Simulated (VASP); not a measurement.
Si2SnB3, 6 atoms in the cell. It takes space group Cmmm (No. 65, orthorhombic). Conventional cell: a = 5.357 Å, b = 9.233 Å, c = 2.998 Å, α = 90.00°, β = 90.00°, γ = 90.00°. Si (site symmetry 2/m) has 6 B at 2.45 to 2.67 Å and 4 Si at 2.68 to 3.00 Å and 4 Sn at 3.06 Å within 3.2 Å. Sn (site symmetry mmm) has 8 B at 2.83 to 3.07 Å and 2 Sn at 3.00 Å and 8 Si at 3.06 Å within 3.7 Å. B (site symmetry m2m) has 3 B at 1.76 to 1.83 Å within 2.3 Å. Within 2.3 Å of B (site symmetry mmm) lie 4 B at 1.76 Å. 

| Quantity | Value |
| --- | --- |
| Program | VASP 6.6.1 |
| Task | relaxation of cell and atoms |
| Functional | PBE |
| Potentials or basis | VASP PAW PBE potentials, release 64 (Si, Sn_d, B) |
| Cutoff | 600 eV |
| k mesh | 4 × 4 × 6 |
| Occupations | gaussian, width 0.1 eV |
| Spin | no spin polarisation |
| Dipole correction | no |
| Further INCAR settings | ALGO = Normal; EDIFF = 1e-07; IBRION = 2; EDIFFG = -0.04; NSW = 90; ISIF = 3 |

Potentials or basis: VASP PAW PBE potentials, release 64 (Si, Sn_d, B).

Run with:

```console
$ cat potpaw_PBE.64/Si/POTCAR potpaw_PBE.64/Sn_d/POTCAR potpaw_PBE.64/B/POTCAR > POTCAR
$ mpirun -np 1 vasp_std > vasp.out
```

Hardware: 1 thread of AMD EPYC 9R45 96-Core Processor (Zen 5) (shared host).

Task: Estimate the wall time of this run.

Result: Wall time 110 s on 1 thread of AMD EPYC 9R45 96-Core Processor (Zen 5), on a shared host, peak memory 0.23 GiB. Counts: scf iterations 48, k points 28, ion steps 6.
